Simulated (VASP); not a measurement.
A run of VASP 6.6.1 is set up as follows.

The input INCAR:

```
ALGO = Normal ; EDIFF = 1E-6
ENCUT = 520 ; ISIF = 2
ISMEAR = 0 ; LASPH = T
LCHARG = F ; LREAL = F
LWAVE = F ; NBANDS = 35
NELM = 80 ; PREC = Accurate
SIGMA = 0.05
```

Contents of KPOINTS:

```
k-points
0
Gamma
  10 10 10
```

The input POSCAR:

```
SnO2
1.0
   -2.0133234447      2.0133234447      4.9535085930
    2.0133234447     -2.0133234447      4.9535085930
    2.0133234447      2.0133234447     -4.9535085930
Sn O
2 4
Direct
    0.7500000000      0.2500000000      0.5000000000
    0.0000000000      0.0000000000      0.0000000000
    0.7969975836      0.7969975836      0.0000000000
    0.9530024164      0.4530024164      0.5000000000
    0.2030024164      0.2030024164      0.0000000000
    0.5469975836      0.0469975836      0.5000000000
```

Potentials or basis: VASP PAW LDA potentials, release 64 (Sn_d, O).

Command:

```console
$ cat potpaw_LDA.64/Sn_d/POTCAR potpaw_LDA.64/O/POTCAR > POTCAR
$ mpirun -np 1 vasp_std > vasp.out
```

Task: What does it give for the pressure?

Result: 2.5 GPa.

Task: What does it give for the band gap on the k mesh?

Result: 1.92 eV, indirect (least direct gap 2.34 eV).

Task: Estimate the largest force.

Result: 0.612 eV/Å.

Forces in eV/Å, atoms in the order of the input:
```
Sn   0.000  0.000  0.000
Sn   0.000  0.000  0.000
O    0.000  0.000 -0.612
O    0.000  0.000  0.612
O    0.000  0.000  0.612
O    0.000  0.000 -0.612
```

Caveat: spin-orbit coupling is left out, which moves the levels of the heavy elements. A k mesh can miss the band edges.
